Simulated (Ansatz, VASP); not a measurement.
## LaHg2: VASP beside Ansatz

The input INCAR:

```
SYSTEM = LaHg2
ALGO = Normal ; EDIFF = 1E-8
ENCUT = 520 ; GGA = CA
ISIF = 2 ; ISMEAR = -1
LASPH = .True. ; LCHARG = .False.
LEFG = .True. ; LREAL = .False.
LWAVE = .False. ; NBANDS = 24
NELM = 60 ; PREC = Accurate
SIGMA = 0.05
```

File KPOINTS:

```
k-points
0
Gamma
  7 7 8
  0 0 0
```

File POSCAR:

```
LaHg2
1.0
    4.9580000000      0.0000000000      0.0000000000
   -2.4790000000      4.2937539520      0.0000000000
    0.0000000000      0.0000000000      3.6400000000
La Hg
1 2
Direct
    0.0000000000      0.0000000000      0.0000000000
    0.1933333333      0.5966666667      0.5000000000
    0.8066666667      0.4033333333      0.5000000000
```

Input for Ansatz:

```yaml
crystal:
  lattice:
    - [4.958, 0.0, 0.0]
    - [-2.479, 4.293753952, 0.0]
    - [0.0, 0.0, 3.64]
  atoms:
    - { symbol: La, position: [0.0, 0.0, 0.0] }
    - { symbol: Hg, position: [0.1933333333, 0.5966666667, 0.5] }
    - { symbol: Hg, position: [0.8066666667, 0.4033333333, 0.5] }
kpoints:
  mp_grid: { grid: [7, 7, 8] }
scf:
  occupations: { method: fermi_dirac, width: 0.05 }
hamiltonian:
  xc: lda
  pseudopotentials: { kind: paw }
output:
  forces: true
  stress: true
  eigenvalues: true
  efg: { contact_densities: true }
  populations: true
  write_density: true
  write_potential: true
  elf: true
  volumetric_format: npy
```

Change from the starting cell: shortest bond scaled by 0.58, PAW files.

Alike in both runs: task electric field gradients; functional LDA; k mesh 7 × 7 × 8; occupations fermi-dirac, width 0.05 eV; no spin polarisation.

|  | VASP | Ansatz |
| --- | --- | --- |
| version | VASP 6.6.1 | Ansatz 0.2.0 |
| potentials or method | VASP PAW LDA potentials, release 64 (La, Hg) | PAW with Ansatz's default frozen-core files, scalar-relativistic |
| plane-wave cutoff (eV) | 520 | 420 |
| valence electrons in the cell | 35 | 51 |

```tsv
	VASP	Ansatz	Ansatz less VASP
pressure (GPa)	113.7	117.4	+3.70
traceless stress, the component that is largest in VASP (GPa)	132.00	139.36	+7.363
rms of the force components (eV/Å)	45.244	47.309	+2.0645
size of Vzz on the site where it differs most (V/Å²)	375.7	201.1	-174.67
```

LDA's correlation is that of Perdew and Zunger in VASP and of Perdew and Wang (1992) in Ansatz. Atom by atom the forces differ by 2.064 eV/Å (rms over components). Both programs put the cell under a high pressure, so it lies far from rest at this level. One of these differences is far larger than is usual between the two programs; its cause wasn't traced. VASP's potentials hold 35 valence electrons a cell and Ansatz's 51, so a difference there can come from the potentials and not from the codes.

Spin-orbit coupling is off throughout. Noted on VASP's run: the cell as given lies far from equilibrium.
